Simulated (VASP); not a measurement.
# H (I4/mmm) in VASP: notebook

H is run at these levels: PBE+D3(BJ), r2SCAN, revPBE, RPBE; tasks: relaxation of cell and atoms.

All numbers are computed with VASP 6.6.1; they aren't measurements. Logs are shortened: lines on timing, memory, paths and dates and some standing lists are left out, and cuts for length are marked.

## Step 1: The cell of the first run

Symmetry: I4/mmm, No. 139, tetragonal system. Conventional cell: a = 3.383 Å, b = 3.383 Å, c = 4.117 Å, α = 90.00°, β = 90.00°, γ = 90.00°. Within 1.0 Å of H (site symmetry 4mm) lie 1 H at 0.74 Å.

## Step 2: Relaxation of cell and atoms, PBE+D3(BJ)

Contents of INCAR:

```
  PREC = Accurate
  ENCUT = 1230
  EDIFF = 1E-7
  ISMEAR = -1
  SIGMA = 0.05
  LREAL = False
  LASPH = True
  NELM = 120
  ALGO = Normal
  ISIF = 3
  LWAVE = False
  LCHARG = False
  GGA = PE
  IVDW = 12
  IBRION = 2
  NSW = 60
  EDIFFG = -0.01
  GGA_COMPAT = False
  NELMIN = 4
```

Contents of KPOINTS:

```
regular mesh
0
Gamma
  11 11 11
```

Contents of POSCAR:

```
H
1.0
   -1.6915344700      1.6915344700      2.0584739900
    1.6915344700     -1.6915344700      2.0584739900
    1.6915344700      1.6915344700     -2.0584739900
H
2
Direct
    0.0901377100      0.0901377100      0.0000000000
    0.9098622900      0.9098622900      0.0000000000
```

Potentials or basis: VASP PAW PBE potentials, release 64 (H_h).

The run is started by

```console
> cat potpaw_PBE.64/H_h/POTCAR > POTCAR
> mpirun -np 1 vasp_std > vasp.out
```

OUTCAR:

```text
PREC = Accurate
   ENCUT = 1230
   EDIFF = 1E-7
   ISMEAR = -1
   LREAL = False
   LASPH = True
   NELM = 120
   ISIF = 3
   GGA = PE
   IVDW = 12
   IBRION = 2
   NSW = 60
   EDIFFG = -0.01
   NELMIN = 4
 IVDW          = 12

 ion  position               nearest neighbor table
   1  0.090  0.090  0.000-   2 0.74
   2  0.910  0.910  0.000-   1 0.74

  LATTYP: Found a body centered tetragonal cell.
 ALAT       =     3.3830689400
 C/A-ratio  =     1.2169270130

  Lattice vectors:

 A1 = (  -1.6915344700,   1.6915344700,   2.0584739900)
 A2 = (   1.6915344700,  -1.6915344700,   2.0584739900)
 A3 = (   1.6915344700,   1.6915344700,  -2.0584739900)

Analysis of symmetry for initial positions (statically):
=====================================================================
 Subroutine PRICEL returns:
 Original cell was already a primitive cell.

 Routine SETGRP: Setting up the symmetry group for a
 body centered tetragonal supercell.

 Subroutine GETGRP returns: Found 16 space group operations
 (whereof 16 operations were pure point group operations)
 out of a pool of 16 trial point group operations.

The static configuration has the point symmetry D_4h.

Analysis of symmetry for dynamics (positions and initial velocities):
=====================================================================
 Subroutine PRICEL returns:
 Original cell was already a primitive cell.

 Routine SETGRP: Setting up the symmetry group for a
 body centered tetragonal supercell.

 Subroutine GETGRP returns: Found 16 space group operations
 (whereof 16 operations were pure point group operations)
 out of a pool of 16 trial point group operations.

The dynamic configuration has the point symmetry D_4h.

 Subroutine INISYM returns: Found 16 space group operations
 (whereof 16 operations are pure point group operations),
 and found     1 'primitive' translations

----------------------------------------------------------------------------------------

                                     Primitive cell

  volume of cell :      23.5596

  direct lattice vectors                    reciprocal lattice vectors
    -1.691534470  1.691534470  2.058473990     0.000000000  0.295589602  0.242898381
     1.691534470 -1.691534470  2.058473990     0.295589602  0.000000000  0.242898381
     1.691534470  1.691534470 -2.058473990     0.295589602  0.295589602  0.000000000

  length of vectors
     3.155929799  3.155929799  3.155929799     0.382587031  0.382587031  0.418026823

  position of ions in fractional coordinates (direct lattice)
     0.090137710  0.090137710  0.000000000
[... 64 lines left out ...]
   dimension x,y,z NGXF=    72 NGYF=   72 NGZF=   72
   ions per type =               2
   NGX,Y,Z   is equivalent  to a cutoff of  18.96, 18.96, 18.96 a.u.
   NGXF,Y,Z  is equivalent  to a cutoff of  37.93, 37.93, 37.93 a.u.
 SYSTEM =  unknown system
   PREC   = accura    normal or accurate (medium, high low for compatibility)
   ISTART =      0    job   : 0-new  1-cont  2-samecut
   ICHARG =      2    charge: 1-file 2-atom 10-const
   ISPIN  =      1    spin polarized calculation?
   LNONCOLLINEAR =      F non collinear calculations
   LSORBIT =      F    spin-orbit coupling
   LASPH  =      T    aspherical Exc in radial PAW
   ENCUT  = 1230.0 eV  90.40 Ry    9.51 a.u.   9.02  9.02  9.02*2*pi/ulx,y,z
   NELM   =    120;   NELMIN=  4; NELMDL= -5     # of ELM steps
   EDIFF  = 0.1E-06   stopping-criterion for ELM
   LREAL  =      F    real-space projection
   EDIFFG = -.1E-01   stopping-criterion for IOM
   NSW    =     60    number of steps for IOM
   IBRION =      2    ionic relax: 0-MD 1-quasi-New 2-CG
   NFREE  =      1    steps in history (QN), initial steepest desc. (CG)
   ISIF   =      3    stress and relaxation
   ISYM   =      2    0-nonsym 1-usesym 2-fastsym
   POTIM  = 0.5000    time-step for ionic-motion
   TEBEG  =    0.0;   TEEND  =   0.0 temperature during run
   PSTRESS=    0.0 pullay stress
   NELECT =       2.0000    total number of electrons
   NUPDOWN=      -1.0000    fix difference up-down
   EMIN   =  10.00;   EMAX   =-10.00  energy-range for DOS
   EFERMI =   0.00;   METHOD = LEGACY
   ISMEAR =    -1;   SIGMA  =   0.05  broadening in eV -4-tet -1-fermi 0-gaus
   EFERMI_NEDOS =   21; number of points for ismear=-14 and -15
   IALGO  =     38    algorithm
   IMIX   =      4    mixing-type and parameters
     AMIX     =   0.40;   BMIX     =  1.00
     AMIX_MAG =   1.60;   BMIX_MAG =  1.00
  volume/ion in A,a.u.               =      11.78        79.49
  Fermi-wavevector in a.u.,A,eV,Ry     =   0.719497  1.359653  7.043413  0.517676
  Thomas-Fermi vector in A             =   1.808708
   LORBIT       =      0    0 simple, 1 ext, 2 COOP (PROOUT), +10 PAW based schemes
   GGA     = PE    functional components
   LHFCALC =     F    Hartree Fock is set to
   AEXX    =    0.0000 exact exchange contribution
   IVDW    =    12    specifies the selected vdW correction
   LEPSILON=     F    determine dielectric tensor
   LRPA    =     F    only Hartree local field effects (RPA)
 conjugate gradient relaxation of ions
 non-spin polarized calculation
  energy-cutoff  :     1230.00
  volume of cell :       23.56
 maximum number of plane-waves:      2331
   NGX = 19   NGY = 19   NGZ = 19

--------------------------------------- Ionic step        1  -------------------------------------------

 number of electron       2.0000000 magnetization

 Free energy of the ion-electron system (eV)
  ---------------------------------------------------
  ext. energy  EPLUGINS =         0.00000000
  ---------------------------------------------------
  free energy    TOTEN  =        -6.78076660 eV

  energy without entropy =       -6.78076660  energy(sigma->0) =       -6.78076660

------------------------ aborting loop because EDIFF is reached ----------------------------------------

 Edisp (eV)   -0.03872

 E8    (eV) :    -0.0069
[... 71 lines left out ...]
--------------------------------------- Ionic step        3  -------------------------------------------

 number of electron       2.0000000 magnetization

 Free energy of the ion-electron system (eV)
  ---------------------------------------------------
  ext. energy  EPLUGINS =         0.00000000
  ---------------------------------------------------
  free energy    TOTEN  =        -6.78189111 eV

  energy without entropy =       -6.78189111  energy(sigma->0) =       -6.78189111

 E-fermi :  -7.1009     XC(G=0):  -5.3514

 val. band max:       -8.1276825943   @ k =  -0.4545   0.4545   0.4545
 cond. band min:       0.8341535399   @ k =   0.4545   0.0000  -0.0000
 fundamental gap:      8.9618361342
 Fermi energy:        -7.1008613396

 k-point     1 :       0.0000    0.0000    0.0000
  band No.  band energies     occupation
      1     -10.4895      2.00000
      2       5.4840      0.00000
      3       8.8044      0.00000
      4      15.3595      0.00000
      5      15.3595      0.00000
[... 177 lines left out ...]
 k-point    24 :      -0.1818    0.1818    0.0000
  band No.  band energies     occupation
      1     -10.0434      2.00000
      2       4.4962      0.00000
      3       7.6245      0.00000
      4      13.2185      0.00000
      5      13.9041      0.00000

 [... further k-points ...]

------------------------ aborting loop because EDIFF is reached ----------------------------------------

 Edisp (eV)   -0.03884

 E8    (eV) :    -0.0070
[... 25 lines left out ...]
  FREE ENERGIE OF THE ION-ELECTRON SYSTEM (eV)
  ---------------------------------------------------
  free  energy   TOTEN  =        -6.8207276467 eV

  energy  without entropy=       -6.8207276467  energy(sigma->0) =       -6.82072765

 reached required accuracy - stopping structural energy minimisation
```

OSZICAR:

```text
N       E                     dE             d eps       ncg     rms          rms(c)
DAV:   1    -0.656411210522E+01   -0.65641E+01   -0.93140E+02  1260   0.549E+02
DAV:   2    -0.734942433207E+01   -0.78531E+00   -0.78531E+00  1695   0.251E+01
[... 20 lines left out ...]
DAV:   1    -0.678231974097E+01   -0.10172E-01   -0.15329E-01  1315   0.360E+00    0.179E-01
DAV:   2    -0.678202185793E+01    0.29788E-03   -0.10012E-03  1260   0.287E-01    0.104E-01
DAV:   3    -0.678188934595E+01    0.13251E-03   -0.58291E-04  1420   0.114E-01    0.828E-03
DAV:   4    -0.678188962691E+01   -0.28095E-06   -0.13015E-05  1260   0.323E-02    0.518E-03
DAV:   5    -0.678189111338E+01   -0.14865E-05   -0.11871E-06  1445   0.103E-02    0.493E-04
DAV:   6    -0.678189111107E+01    0.23113E-08   -0.11063E-08  1020   0.870E-04
   3 F= -.68207276E+01 E0= -.68207276E+01  d E =-.124512E-02
```

Run time: 71 s. Hardware: 1 thread of AMD EPYC 7R43 (Zen 3), shared host; peak memory 0.19 GiB.

What came out:

```
Free energy                           : -6.8207 eV
Relaxed volume                        : 11.80 Å³/atom
Relaxed cell                          : a = 3.158 Å, b = 3.158 Å, c = 3.158 Å, α = 115.22°, β = 115.22°, γ = 98.50°
Space group after relaxing (to 0.1 Å) : I4/mmm (No. 139)
Energy gained by relaxing             : 0.6 meV/atom
Ionic steps                           : 3
Pressure after relaxing               : 0.1 GPa
Largest force after relaxing          : 0.005 eV/Å
Band gap on the k mesh                : 8.96 eV (least direct gap 9.76 eV)
Dispersion energy per atom            : -0.019 eV
```

Forces in eV/Å, atoms in the order of the input:
```
H    0.000  0.000 -0.005
H    0.000  0.000  0.005
```

The path:
| step | energy change (eV) | largest force (eV/Å) | pressure (GPa) | volume (Å³) |
| --- | --- | --- | --- | --- |
| 1 | 0.0000 | 0.2923 | 0.55 | 23.56 |
| 2 | 0.0078 | 0.7335 | -1.21 | 23.70 |
| 3 | -0.0012 | 0.0053 | 0.05 | 23.60 |

Final structure:
```xyz
2
Lattice="-1.6916 1.6916 2.0615 1.6916 -1.6916 2.0615 1.6916 1.6916 -2.0615" Properties=species:S:1:pos:R:3 pbc="T T T"
H     0.0000    0.0000    0.3754
H     0.0000    0.0000    3.7476
```

## Step 3: Relaxation of cell and atoms, r2SCAN

POSCAR is that of step 2.

Contents of INCAR.step1:

```
PREC = Accurate ; ENCUT = 1350
ISMEAR = -1 ; SIGMA = 0.05
LREAL = F ; LASPH = T
NELM = 120 ; GGA = PE
ALGO = Normal ; EDIFF = 1E-5
LWAVE = T ; LCHARG = F
GGA_COMPAT = F ; IBRION = 2
ISIF = 3 ; EDIFFG = -0.005
NELMIN = 4 ; NSW = 100
```

Contents of INCAR.step2:

```
PREC = Accurate ; ENCUT = 1350
EDIFF = 1E-7 ; ISMEAR = -1
SIGMA = 0.05 ; LREAL = F
LASPH = T ; NELM = 120
ALGO = Normal ; ISIF = 3
LWAVE = F ; LCHARG = F
METAGGA = R2SCAN ; LMIXTAU = T
IBRION = 2 ; NSW = 60
EDIFFG = -0.01 ; ISTART = 1
GGA_COMPAT = F ; NELMIN = 4
```

KPOINTS is that of step 2.

Potentials or basis: VASP PAW PBE potentials, release 64 (H_h).

The run is started by

```console
> cat potpaw_PBE.64/H_h/POTCAR > POTCAR
> cp INCAR.step1 INCAR
> mpirun -np 1 vasp_std > vasp.out
> cp INCAR.step2 INCAR
> mpirun -np 1 vasp_std > vasp.out
```

Wall time 23 min (1 thread of AMD EPYC 9R45 (Zen 5), shared host); peak memory 0.25 GiB.

The run converged. Its results:

| Item | Value |
| --- | --- |
| Free energy | -6.9075 eV |
| Relaxed volume | 14.65 Å³/atom |
| Relaxed cell | a = 3.398 Å, b = 3.398 Å, c = 3.398 Å, α = 115.57°, β = 115.57°, γ = 97.86° |
| Space group after relaxing (to 0.1 Å) | I4/mmm (No. 139) |
| Energy gained by relaxing | 1.7 meV/atom |
| Ionic steps | 11 |
| Pressure after relaxing | 0.0 GPa |
| Band gap on the k mesh | 10.21 eV (least direct gap 10.75 eV) |

The path:
```
step  energy change (eV)  largest force (eV/Å)  pressure (GPa)  volume (Å³)
   1              0.0000                0.0055            0.20        23.56
   2             -0.0001                0.0079            0.19        23.61
   3             -0.0003                0.0151            0.17        23.76
   4             -0.0006                0.0289            0.13        24.07
   5             -0.0012                0.0545            0.06        24.69
   6             -0.0021                0.0976           -0.05        25.96
   7             -0.0030                0.1517           -0.18        28.63
   8             -0.0030                0.1450           -0.17        28.66
   9             -0.0031                0.1250           -0.14        28.75
  10             -0.0033                0.0844           -0.09        28.93
  11             -0.0034                0.0015            0.02        29.30
```

Final structure:
```
H
1.0
    -1.81155    1.81155    2.23235
     1.81155   -1.81155    2.23235
     1.81155    1.81155   -2.23235
H
2
Direct
  0.08310 0.08310 0.00000
  0.91690 0.91690 0.00000
```

Levels at points of the mesh, in eV from the valence-band top:
| k point | band 1 | band 2 | band 3 | band 4 |
| --- | --- | --- | --- | --- |
| (0.00, 0.00, 0.00) | -1.57 | 13.64 | 16.94 | 22.73 |

Caveat: the volume moved by over 15 % at a fixed basis, so the end points are rough; the PAW data sets were made with another functional, which shifts forces and pressure a little. A k mesh can miss the band edges.

## Step 4: Relaxation of cell and atoms, revPBE

Contents of INCAR:

```
  ALGO = Normal
  EDIFF = 1E-7
  EDIFFG = -0.01
  ENCUT = 1230
  GGA = RE
  GGA_COMPAT = F
  IBRION = 2
  ISIF = 3
  ISMEAR = -1
  LASPH = T
  LCHARG = F
  LREAL = F
  LWAVE = F
  NELM = 120
  NELMIN = 4
  NSW = 60
  PREC = Accurate
  SIGMA = 0.05
```

Contents of KPOINTS:

```
k-points
0
Gamma
  11 11 11
```

POSCAR is that of step 3.

The run is started by

```console
> cat potpaw_PBE.64/H_h/POTCAR > POTCAR
> mpirun -np 1 vasp_std > vasp.out
```

Run time: 5.3 min. Hardware: 1 thread of Intel Xeon Platinum 8259CL at 2.50GHz (Skylake/Cascade Lake), shared host; peak memory 0.22 GiB.

It converged, with:

```
Free energy                           : -7.0152 eV
Relaxed volume                        : 19.73 Å³/atom
Relaxed cell                          : a = 3.744 Å, b = 3.744 Å, c = 3.744 Å, α = 114.86°, β = 114.86°, γ = 99.17°
Space group after relaxing (to 0.1 Å) : I4/mmm (No. 139)
Energy gained by relaxing             : 18.6 meV/atom
Ionic steps                           : 20
Pressure after relaxing               : 0.0 GPa
Largest force after relaxing          : 0.004 eV/Å
Band gap on the k mesh                : 9.76 eV (least direct gap 10.06 eV)
```

Forces in eV/Å, atoms in the order of the input:
```
H    0.000  0.000  0.004
H    0.000  0.000 -0.004
```

The path:
```tsv
step	energy change (eV)	largest force (eV/Å)	pressure (GPa)	volume (Å³)
1	0.0000	0.0791	1.20	23.56
2	-0.0005	0.3212	0.50	23.86
3	-0.0009	0.1703	0.76	23.74
4	-0.0020	0.1670	0.74	23.92
5	-0.0053	0.1554	0.69	24.45
6	-0.0112	0.1278	0.60	25.53
7	-0.0208	0.0540	0.49	27.78
8	-0.0322	0.1687	0.44	32.68
9	-0.0238	0.9608	0.73	44.15
10	-0.0318	0.6302	0.67	38.19
11	-0.0327	0.5739	0.60	38.50
12	-0.0349	0.4096	0.40	39.43
13	-0.0368	0.0959	0.05	41.35
14	-0.0368	0.0669	0.02	41.54
15	-0.0368	0.0563	0.01	41.61
16	-0.0368	0.0544	0.00	41.53
17	-0.0369	0.0481	0.00	41.29
18	-0.0370	0.0361	0.00	40.82
19	-0.0372	0.0136	0.00	39.89
20	-0.0372	0.0036	0.00	39.46
```

Final structure:
```
H
1.0
    -2.01590    2.01590    2.42765
     2.01590   -2.01590    2.42765
     2.01590    2.01590   -2.42765
H
2
Direct
  0.07692 0.07692 0.00000
  0.92308 0.92308 0.00000
```

Levels at points of the mesh, in eV from the valence-band top:
```csv
k point,band 1,band 2,band 3,band 4,band 5
"(0.00, 0.00, 0.00)",-0.86,11.51,14.97,19.64,19.64
```

Caveat: the volume moved by over 15 % at a fixed basis, so the end points are rough; this functional lacks dispersion, which holds the molecules together, so the pressure and a relaxed volume are unreliable; the PAW data sets were made with another functional, which shifts forces and pressure a little. A k mesh can miss the band edges.

[end of part 1 of 2]
